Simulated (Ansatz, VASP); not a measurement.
**One calculation of SiO2, two programs**

The input INCAR:

```
  PREC = Accurate
  ENCUT = 520
  EDIFF = 1E-6
  ISMEAR = 0
  SIGMA = 0.01
  LREAL = False
  LASPH = True
  NELM = 60
  ALGO = Normal
  ISIF = 2
  LWAVE = False
  LCHARG = False
  GGA = PS
  NBANDS = 25
```

Contents of KPOINTS:

```
regular mesh
0
Gamma
  6 6 6
```

Contents of POSCAR:

```
SiO2
1.0
   -2.3338040895      2.3338040895      3.6805301114
    2.3338040895     -2.3338040895      3.6805301114
    2.3338040895      2.3338040895     -3.6805301114
Si O
2 4
Direct
    0.0000000000      0.0000000000      0.0000000000
    0.7500000000      0.2500000000      0.5000000000
    0.9983800000      0.6250000000      0.8733800000
    0.3750000000      0.2483800000      0.3733800000
    0.7516200000      0.1250000000      0.1266200000
    0.8750000000      0.0016200000      0.6266200000
```

Input for Ansatz:

```yaml
crystal:
  lattice:
    - [-2.3338040894735843, 2.3338040894735843, 3.680530111408395]
    - [2.3338040894735843, -2.3338040894735843, 3.680530111408395]
    - [2.3338040894735843, 2.3338040894735843, -3.680530111408395]
  atoms:
    - { symbol: Si, position: [0.0, 0.0, 0.0] }
    - { symbol: Si, position: [0.75, 0.25, 0.5] }
    - { symbol: O, position: [0.99838, 0.625, 0.87338] }
    - { symbol: O, position: [0.375, 0.24838, 0.37338] }
    - { symbol: O, position: [0.75162, 0.125, 0.12662] }
    - { symbol: O, position: [0.875, 0.00162, 0.62662] }
basis:
  ecutwfc: 420.0
kpoints:
  mp_grid:
    grid: [6, 6, 6]
hamiltonian:
  xc: pbesol
scf:
  occupations:
    method: fixed
output:
  stress: true
```

Alike in both runs: task single point; functional PBEsol; k mesh 6 × 6 × 6; no spin polarisation.

```csv
,VASP,Ansatz
version,VASP 6.6.1,Ansatz 0.2.0
potentials or method,"VASP PAW PBE potentials, release 64 (Si, O), cutoff 520 eV","plane waves, PAW"
occupations,"gaussian, width 0.01 eV",fixed
valence electrons in the cell,32,32
```

|  | VASP | Ansatz | Ansatz less VASP |
| --- | --- | --- | --- |
| pressure (GPa) | 11.5 | 10.8 | -0.72 |
| traceless stress, the component that is largest in VASP (GPa) | -1.10 | -1.18 | -0.080 |

VASP's potentials were made for PBE, not for PBEsol.
